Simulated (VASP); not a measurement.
# KTaO3 (Pm-3m) in VASP: notebook

The runs below take KTaO3 through single point, with r2SCAN.

Program: VASP 6.6.1. These are calculated values, not measurements. Logs are shortened: lines on timing, memory, paths and dates and some standing lists are left out, and cuts for length are marked.

## 1. The cell of the first run

The structure is cubic, space group Pm-3m (No. 221). The conventional cell has a = 3.988 Å, b = 3.988 Å, c = 3.988 Å, α = 90.00°, β = 90.00°, γ = 90.00°. Within 2.6 Å of Ta (site symmetry m-3m) lie 6 O at 1.99 Å. Within 3.7 Å of K (site symmetry m-3m) lie 12 O at 2.82 Å and 8 Ta at 3.45 Å. O (site symmetry 4/mmm) has 2 Ta at 1.99 Å within 2.6 Å.

## 2. Single point, r2SCAN

POSCAR reads:

```
KTaO3
1.0
    3.9883000000      0.0000000000      0.0000000000
    0.0000000000      3.9883000000      0.0000000000
    0.0000000000      0.0000000000      3.9883000000
Ta K O
1 1 3
Direct
    0.0000000000      0.0000000000      0.0000000000
    0.5000000000      0.5000000000      0.5000000000
    0.0000000000      0.0000000000      0.5000000000
    0.0000000000      0.5000000000      0.0000000000
    0.5000000000      0.0000000000      0.0000000000
```

INCAR.step1 reads:

```
  ALGO = Normal
  EDIFF = 1E-4
  ENCUT = 520
  GGA = PE
  ISMEAR = -1
  LASPH = T
  LCHARG = F
  LREAL = F
  LWAVE = T
  NBANDS = 27
  NELM = 60
  PREC = Accurate
  SIGMA = 0.05
```

INCAR.step2 reads:

```
  ALGO = Normal
  EDIFF = 1E-6
  ENCUT = 520
  ISIF = 2
  ISMEAR = -1
  ISTART = 1
  LASPH = T
  LCHARG = F
  LMIXTAU = T
  LREAL = F
  LWAVE = F
  METAGGA = R2SCAN
  NBANDS = 27
  NELM = 60
  PREC = Accurate
  SIGMA = 0.05
```

KPOINTS reads:

```
k-points
0
Gamma
  7 7 7
```

Potentials or basis: VASP PAW PBE potentials, release 64 (Ta_pv, K_sv, O).

The run is started by

```bash
$ cat potpaw_PBE.64/Ta_pv/POTCAR potpaw_PBE.64/K_sv/POTCAR potpaw_PBE.64/O/POTCAR > POTCAR
$ cp INCAR.step1 INCAR
$ mpirun -np 1 vasp_std > vasp.out
$ cp INCAR.step2 INCAR
$ mpirun -np 1 vasp_std > vasp.out
```

OUTCAR:

```text
EDIFF = 1E-6
   ENCUT = 520
   ISIF = 2
   ISMEAR = -1
   ISTART = 1
   LASPH = T
   LREAL = F
   METAGGA = R2SCAN
   NELM = 60
   PREC = Accurate

 ion  position               nearest neighbor table
   1  0.000  0.000  0.000-   3 1.99   4 1.99   5 1.99   3 1.99   4 1.99   5 1.99   2 3.45   2 3.45
                             2 3.45   2 3.45   2 3.45   2 3.45   2 3.45   2 3.45
   2  0.500  0.500  0.500-   3 2.82   4 2.82   5 2.82   4 2.82   5 2.82   3 2.82   5 2.82   5 2.82
                             3 2.82   4 2.82   4 2.82   3 2.82   1 3.45   1 3.45   1 3.45   1 3.45
   3  0.000  0.000  0.500-   1 1.99   1 1.99   2 2.82   2 2.82   2 2.82   2 2.82
   4  0.000  0.500  0.000-   1 1.99   1 1.99   2 2.82   2 2.82   2 2.82   2 2.82
   5  0.500  0.000  0.000-   1 1.99   1 1.99   2 2.82   2 2.82   2 2.82   2 2.82

  LATTYP: Found a simple cubic cell.
 ALAT       =     3.9883000000

  Lattice vectors:

 A1 = (   3.9883000000,   0.0000000000,   0.0000000000)
 A2 = (   0.0000000000,   3.9883000000,   0.0000000000)
 A3 = (   0.0000000000,   0.0000000000,   3.9883000000)

Analysis of symmetry for initial positions (statically):
=====================================================================
 Subroutine PRICEL returns:
 Original cell was already a primitive cell.

 Routine SETGRP: Setting up the symmetry group for a
 simple cubic supercell.

 Subroutine GETGRP returns: Found 48 space group operations
 (whereof 48 operations were pure point group operations)
 out of a pool of 48 trial point group operations.

The static configuration has the point symmetry O_h .

Analysis of symmetry for dynamics (positions and initial velocities):
=====================================================================
 Subroutine PRICEL returns:
 Original cell was already a primitive cell.

 Routine SETGRP: Setting up the symmetry group for a
 simple cubic supercell.

 Subroutine GETGRP returns: Found 48 space group operations
 (whereof 48 operations were pure point group operations)
 out of a pool of 48 trial point group operations.

The dynamic configuration has the point symmetry O_h .

 Subroutine INISYM returns: Found 48 space group operations
 (whereof 48 operations are pure point group operations),
 and found     1 'primitive' translations

----------------------------------------------------------------------------------------

                                     Primitive cell

  volume of cell :      63.4400

  direct lattice vectors                    reciprocal lattice vectors
     3.988300000  0.000000000  0.000000000     0.250733395  0.000000000  0.000000000
     0.000000000  3.988300000  0.000000000     0.000000000  0.250733395  0.000000000
     0.000000000  0.000000000  3.988300000     0.000000000  0.000000000  0.250733395

  length of vectors
     3.988300000  3.988300000  3.988300000     0.250733395  0.250733395  0.250733395

  position of ions in fractional coordinates (direct lattice)
     0.000000000  0.000000000  0.000000000
     0.500000000  0.500000000  0.500000000
     0.000000000  0.000000000  0.500000000
     0.000000000  0.500000000  0.000000000
     0.500000000  0.000000000  0.000000000

  ion indices of the primitive-cell ions
   primitive index   ion index
                 1           1
                 2           2
                 3           3
                 4           4
                 5           5

----------------------------------------------------------------------------------------

 KPOINTS: k-points

Automatic generation of k-mesh.
 Grid dimensions read from file:
 generate k-points for:    7    7    7

 Generating k-lattice:

  Cartesian coordinates                     Fractional coordinates (reciprocal lattice)
     0.035819056  0.000000000  0.000000000     0.142857143  0.000000000  0.000000000
     0.000000000  0.035819056  0.000000000     0.000000000  0.142857143  0.000000000
     0.000000000  0.000000000  0.035819056     0.000000000  0.000000000  0.142857143

  Length of vectors
     0.035819056  0.035819056  0.035819056

  Shift w.r.t. Gamma in fractional coordinates (k-lattice)
     0.000000000  0.000000000  0.000000000

 Subroutine IBZKPT returns following result:
 ===========================================

 Found     20 irreducible k-points:

 Following reciprocal coordinates:
            Coordinates               Weight
  0.000000  0.000000  0.000000      1.000000
  0.142857  0.000000  0.000000      6.000000
  0.285714  0.000000  0.000000      6.000000
  0.428571  0.000000  0.000000      6.000000
  0.142857  0.142857  0.000000     12.000000
  0.285714  0.142857  0.000000     24.000000
[... 12 lines left out ...]
  0.428571  0.428571  0.285714     24.000000
  0.428571  0.428571  0.428571      8.000000
   k-points           NKPTS =     20   k-points in BZ     NKDIM =     20   number of bands    NBANDS=     27
   number of dos      NEDOS =    301   number of ions     NIONS =      5
   total plane-waves  NPLWV =  27000
   dimension x,y,z NGX =    30 NGY =   30 NGZ =   30
   dimension x,y,z NGXF=    60 NGYF=   60 NGZF=   60
   ions per type =               1   1   3
   NGX,Y,Z   is equivalent  to a cutoff of  12.51, 12.51, 12.51 a.u.
   NGXF,Y,Z  is equivalent  to a cutoff of  25.01, 25.01, 25.01 a.u.
 SYSTEM =  unknown system
   PREC   = accura    normal or accurate (medium, high low for compatibility)
   ISTART =      1    job   : 0-new  1-cont  2-samecut
   ICHARG =      0    charge: 1-file 2-atom 10-const
   ISPIN  =      1    spin polarized calculation?
   LNONCOLLINEAR =      F non collinear calculations
   LSORBIT =      F    spin-orbit coupling
   LASPH  =      T    aspherical Exc in radial PAW
   ENCUT  =  520.0 eV  38.22 Ry    6.18 a.u.   7.42  7.42  7.42*2*pi/ulx,y,z
   NELM   =     60;   NELMIN=  2; NELMDL=  0     # of ELM steps
   EDIFF  = 0.1E-05   stopping-criterion for ELM
   LREAL  =      F    real-space projection
   EDIFFG = 0.1E-04   stopping-criterion for IOM
   NSW    =      0    number of steps for IOM
   IBRION =     -1    ionic relax: 0-MD 1-quasi-New 2-CG
   NFREE  =      0    steps in history (QN), initial steepest desc. (CG)
   ISIF   =      2    stress and relaxation
   ISYM   =      2    0-nonsym 1-usesym 2-fastsym
   POTIM  = 0.5000    time-step for ionic-motion
   TEBEG  =    0.0;   TEEND  =   0.0 temperature during run
   PSTRESS=    0.0 pullay stress
   NELECT =      38.0000    total number of electrons
   NUPDOWN=      -1.0000    fix difference up-down
   EMIN   =  10.00;   EMAX   =-10.00  energy-range for DOS
   EFERMI =   0.00;   METHOD = LEGACY
   ISMEAR =    -1;   SIGMA  =   0.05  broadening in eV -4-tet -1-fermi 0-gaus
   EFERMI_NEDOS =   21; number of points for ismear=-14 and -15
   IALGO  =     38    algorithm
   IMIX   =      4    mixing-type and parameters
     AMIX     =   0.40;   BMIX     =  1.00
     AMIX_MAG =   1.60;   BMIX_MAG =  1.00
  volume/ion in A,a.u.               =      12.69        85.62
  Fermi-wavevector in a.u.,A,eV,Ry     =   1.380008  2.607837 25.911228  1.904422
  Thomas-Fermi vector in A             =   2.504925
   LORBIT       =      0    0 simple, 1 ext, 2 COOP (PROOUT), +10 PAW based schemes
   METAGGA = R2SCAN    functional components
   LHFCALC =     F    Hartree Fock is set to
   AEXX    =    0.0000 exact exchange contribution
   IVDW    =     0    specifies the selected vdW correction
   LEPSILON=     F    determine dielectric tensor
   LRPA    =     F    only Hartree local field effects (RPA)
 non-spin polarized calculation
  energy-cutoff  :      520.00
  volume of cell :       63.44
 maximum number of plane-waves:      1743
 NGX is ok and might be reduce to    30
   NGX = 15   NGY = 15   NGZ = 15

 number of electron      37.9999976 magnetization

 Free energy of the ion-electron system (eV)
  ---------------------------------------------------
  ext. energy  EPLUGINS =         0.00000000
  ---------------------------------------------------
  free energy    TOTEN  =       -87.16258161 eV

  energy without entropy =      -87.16258161  energy(sigma->0) =      -87.16258161

 E-fermi :   2.5816     XC(G=0): -11.5575

 val. band max:        1.3590925439   @ k =   0.4286   0.4286   0.4286
 cond. band min:       4.0183340751   @ k =   0.0000   0.0000   0.0000
 fundamental gap:      2.6592415312
 Fermi energy:         2.5816377661

 k-point     1 :       0.0000    0.0000    0.0000
  band No.  band energies     occupation
      1     -33.8589      2.00000
      2     -33.8589      2.00000
      3     -33.8589      2.00000
      4     -27.0302      2.00000
      5     -17.1324      2.00000
      6     -16.4641      2.00000
[... 19 lines left out ...]
     26      10.0524      0.00000
     27      10.0524      0.00000

 k-point     2 :       0.1429    0.0000    0.0000
  band No.  band energies     occupation
      1     -33.8782      2.00000
      2     -33.8583      2.00000
      3     -33.8583      2.00000
      4     -27.0250      2.00000
      5     -17.0758      2.00000
      6     -16.4598      2.00000
[... 19 lines left out ...]
     26      10.3183      0.00000
     27      10.3546      0.00000

 k-point     3 :       0.2857    0.0000    0.0000
  band No.  band energies     occupation
      1     -33.9210      2.00000
      2     -33.8568      2.00000
      3     -33.8568      2.00000
      4     -27.0134      2.00000
      5     -17.0265      2.00000
      6     -16.4507      2.00000
[... 19 lines left out ...]
     26      10.9442      0.00000
     27      11.4973      0.00000

 k-point     4 :       0.4286    0.0000    0.0000
  band No.  band energies     occupation
      1     -33.9548      2.00000
      2     -33.8556      2.00000
      3     -33.8556      2.00000
      4     -27.0042      2.00000
      5     -17.0276      2.00000
      6     -16.4432      2.00000
[... 19 lines left out ...]
     26      11.4842      0.00000
     27      12.6861      0.00000
[... 396 lines left out ...]
      4     -26.9863      2.00000
      5     -16.1695      2.00000
      6     -15.9032      2.00000
[... 19 lines left out ...]
     26      12.6054      0.00000
     27      13.0142      0.00000

 k-point    19 :       0.4286    0.4286    0.2857
  band No.  band energies     occupation
      1     -33.9481      2.00000
      2     -33.9480      2.00000
      3     -33.9134      2.00000
      4     -26.9813      2.00000
      5     -16.0251      2.00000
      6     -15.6099      2.00000
[... 19 lines left out ...]
     26      12.8477      0.00000
     27      13.2808      0.00000

 k-point    20 :       0.4286    0.4286    0.4286
  band No.  band energies     occupation
      1     -33.9468      2.00000
      2     -33.9467      2.00000
      3     -33.9467      2.00000
      4     -26.9763      2.00000
      5     -15.6185      2.00000
      6     -15.5637      2.00000
[... 19 lines left out ...]
     26      12.5027      0.00000
     27      13.5005      0.00000

------------------------ aborting loop because EDIFF is reached ----------------------------------------

  FORCE on cell =-STRESS in cart. coord.  units (eV):
  Direction    XX          YY          ZZ          XY          YZ          ZX
  --------------------------------------------------------------------------------------
  -------------------------------------------------------------------------------------
  Total        0.4844275      0.4844275      0.4844275     -0.0000000      0.0000000     -0.0000000
  in kB       12.2342085     12.2342085     12.2342085     -0.0000000      0.0000000     -0.0000000
  external PRESSURE =      12.2342085 kB  Pullay stress =       0.0000000 kB

 VOLUME and BASIS-vectors are now :
 -----------------------------------------------------------------------------
  energy-cutoff  :      520.00
  volume of cell :       63.44
      direct lattice vectors                 reciprocal lattice vectors
     3.988300000  0.000000000  0.000000000     0.250733395  0.000000000  0.000000000
     0.000000000  3.988300000  0.000000000     0.000000000  0.250733395  0.000000000
     0.000000000  0.000000000  3.988300000     0.000000000  0.000000000  0.250733395

 POSITION                                       TOTAL-FORCE (eV/Angst)
 -----------------------------------------------------------------------------------
      0.00000      0.00000      0.00000         0.000000      0.000000      0.000000
      1.99415      1.99415      1.99415         0.000000      0.000000      0.000000
      0.00000      0.00000      1.99415         0.000000      0.000000      0.000000
      0.00000      1.99415      0.00000         0.000000      0.000000      0.000000
      1.99415      0.00000      0.00000         0.000000      0.000000      0.000000
 -----------------------------------------------------------------------------------
    total drift:                                0.000000     -0.000000      0.000000

  FREE ENERGIE OF THE ION-ELECTRON SYSTEM (eV)
  ---------------------------------------------------
  free  energy   TOTEN  =       -87.1625816094 eV

  energy  without entropy=      -87.1625816094  energy(sigma->0) =      -87.16258161
```

Wall time 86 s (1 thread of AMD EPYC 9R14 (Zen 4), shared host); peak memory 0.16 GiB.

What came out:

```
Free energy            : -87.1626 eV
Pressure               : 1.2 GPa
Band gap on the k mesh : 2.66 eV, indirect (least direct gap 3.25 eV)
```

Caveat: the PAW data sets were made with another functional, which shifts forces and pressure a little; spin-orbit coupling is left out, which moves the levels of the heavy elements. r2SCAN opens gaps a little over a GGA but as a rule still falls short of measured ones.

## 3. Single point, r2SCAN

This run uses another cell than the first one, of 12.94 Å³/atom, 1.020 times its volume.

POSCAR: that of step 2 with these lines changed.

```diff
@@ -2,5 +2,5 @@
 1.0
-    3.9883000000      0.0000000000      0.0000000000
-    0.0000000000      3.9883000000      0.0000000000
-    0.0000000000      0.0000000000      3.9883000000
+    4.0147133525      0.0000000000      0.0000000000
+    0.0000000000      4.0147133525      0.0000000000
+    0.0000000000      0.0000000000      4.0147133525
 Ta K O
```

INCAR.step1 reads:

```
SYSTEM = KTaO3
ALGO     = Normal         ! electronic algorithm
EDIFF    = 1E-4           ! SCF threshold, eV
ENCUT    = 520            ! plane-wave cutoff, eV
GGA      = PE             ! functional
ISMEAR   = -1             ! smearing method
LASPH    = .True.         ! aspherical terms in the spheres
LCHARG   = .False.        ! write CHGCAR
LREAL    = .False.        ! projectors in reciprocal space
LWAVE    = .True.         ! write WAVECAR
NBANDS   = 27             ! bands
NELM     = 60             ! most SCF steps
PREC     = Accurate       ! precision mode
SIGMA    = 0.05           ! smearing width, eV
```

INCAR.step2 reads:

```
SYSTEM = KTaO3
ALGO     = Normal         ! electronic algorithm
EDIFF    = 1E-7           ! SCF threshold, eV
ENCUT    = 520            ! plane-wave cutoff, eV
ISIF     = 2              ! what is computed and relaxed
ISMEAR   = -1             ! smearing method
ISTART   = 1            
LASPH    = .True.         ! aspherical terms in the spheres
LCHARG   = .False.        ! write CHGCAR
LMIXTAU  = .True.       
LREAL    = .False.        ! projectors in reciprocal space
LWAVE    = .False.        ! write WAVECAR
METAGGA  = R2SCAN         ! meta-GGA
NBANDS   = 27             ! bands
NELM     = 60             ! most SCF steps
PREC     = Accurate       ! precision mode
SIGMA    = 0.05           ! smearing width, eV
```

KPOINTS reads:

```
k-points
0
Gamma
  7 7 7
  0 0 0
```

Potentials or basis: VASP PAW PBE potentials, release 64 (Ta_pv, K_sv, O).

The run is started by

```bash
$ cat potpaw_PBE.64/Ta_pv/POTCAR potpaw_PBE.64/K_sv/POTCAR potpaw_PBE.64/O/POTCAR > POTCAR
$ cp INCAR.step1 INCAR
$ mpirun -np 1 vasp_std > vasp.out
$ cp INCAR.step2 INCAR
$ mpirun -np 1 vasp_std > vasp.out
```

It took 90 s on 1 thread of AMD EPYC 9R14 (Zen 4), shared host; peak memory 0.16 GiB.

Results (log left out):

```yaml
Free_energy: -87.1575 eV
Pressure: -2.9 GPa
Band_gap_on_the_k_mesh: 2.61 eV, indirect (least direct gap 3.21 eV)
```

Levels at points of the mesh, in eV from the valence-band top:
| k point | band 17 | band 18 | band 19 | band 20 | band 21 | band 22 |
| --- | --- | --- | --- | --- | --- | --- |
| (0.00, 0.00, 0.00) | -0.60 | -0.60 | -0.60 | 2.61 | 2.61 | 2.61 |

Caveat: the PAW data sets were made with another functional, which shifts forces and pressure a little; spin-orbit coupling is left out, which moves the levels of the heavy elements. A k mesh can miss the band edges.

(Part 1 of 2 ends here.)
